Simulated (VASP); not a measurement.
Y3F2: relaxation of cell and atoms with PBE

The system is Y3F2.

```xyz
5
Lattice="-1.8250 1.8250 6.7500 1.8250 -1.8250 6.7500 1.8250 1.8250 -6.7500" Properties=species:S:1:pos:R:3 pbc="T T T"
Y     0.0000    0.0000    4.6575
Y     0.0000    0.0000    8.8425
Y     0.0000    0.0000    0.0000
F     1.8250    0.0000    3.3750
F     0.0000    1.8250    3.3750
```

```
Program                : VASP 6.6.1
Task                   : relaxation of cell and atoms
Functional             : PBE
Potentials or basis    : VASP PAW PBE potentials, release 64 (Y_sv, F)
Cutoff                 : 600 eV
k mesh                 : 6 × 6 × 6
Occupations            : gaussian, width 0.2 eV
Spin                   : no spin polarisation
Dipole correction      : no
Further INCAR settings : ALGO = Normal; EDIFF = 1e-06; IBRION = 2; EDIFFG = -0.08; NSW = 36; ISIF = 3
```

- Relaxed volume: 22.44 Å³/atom
- Relaxed cell: a = 8.712 Å, b = 8.712 Å, c = 8.712 Å, α = 155.66°, β = 155.66°, γ = 34.69°
- Space group after relaxing (to 0.1 Å): I4/mmm (No. 139)
- Energy gained by relaxing: 418.2 meV/atom
- Ionic steps: 9
- Pressure after relaxing: 0.1 GPa
- Largest force after relaxing: 0.019 eV/Å
- Band gap on the k mesh: zero (an odd number of electrons rules out a gap without spin polarisation)

Forces on the atoms (eV/Å):
```
Y    0.000  0.000 -0.019
Y    0.000  0.000  0.019
Y    0.000  0.000  0.000
F    0.000  0.000  0.000
F    0.000  0.000  0.000
```

Step by step:
| step | energy change (eV) | largest force (eV/Å) | pressure (GPa) | volume (Å³) |
| --- | --- | --- | --- | --- |
| 1 | 0.0000 | 2.2590 | 23.46 | 89.93 |
| 2 | -1.3196 | 1.1642 | -6.89 | 128.53 |
| 3 | -1.6975 | 0.4615 | -0.57 | 113.46 |
| 4 | -1.8829 | 0.5342 | -0.72 | 113.41 |
| 5 | -2.0508 | 0.6436 | -0.96 | 112.57 |
| 6 | -2.0528 | 0.6312 | -0.93 | 112.76 |
| 7 | -2.0801 | 0.0676 | 1.30 | 110.05 |
| 8 | -2.0814 | 0.1718 | 0.88 | 110.52 |
| 9 | -2.0910 | 0.0189 | 0.14 | 112.21 |

Final structure:
```
Y F
1.0
    -1.83668    1.83668    8.31581
     1.83668   -1.83668    8.31581
     1.83668    1.83668   -8.31581
Y F
3 2
Cartesian
  0.0000 0.0000 5.7177
  1.8367 1.8367 2.5981
  1.8367 1.8367 -8.3158
  1.8367 0.0000 4.1579
  0.0000 1.8367 4.1579
```

Levels at points of the mesh, in eV from the Fermi level:
| k point | band 21 | band 22 | band 23 | band 24 | band 25 | band 26 |
| --- | --- | --- | --- | --- | --- | --- |
| (0.00, 0.00, 0.00) | -3.82 | -1.22 | -1.20 | 0.10 | 0.49 | 1.25 |
| (0.50, 0.00, 0.00) | -1.74 | -0.84 | -0.61 | 0.12 | 1.03 | 1.12 |
| (0.50, 0.50, 0.00) | -1.01 | -0.88 | -0.36 | -0.35 | -0.31 | 0.60 |
| (0.50, 0.50, 0.50) | -3.46 | -2.17 | -0.82 | -0.28 | 1.55 | 1.58 |

It took 51 min on 1 thread of Intel Xeon 8259CL, with other jobs on the host, peak memory 0.63 GiB.

Caveat: the volume moved by over 15 % at a fixed basis, so the end points are rough; an odd number of electrons without spin polarisation forces a metal; a magnetic or distorted state may lie lower.
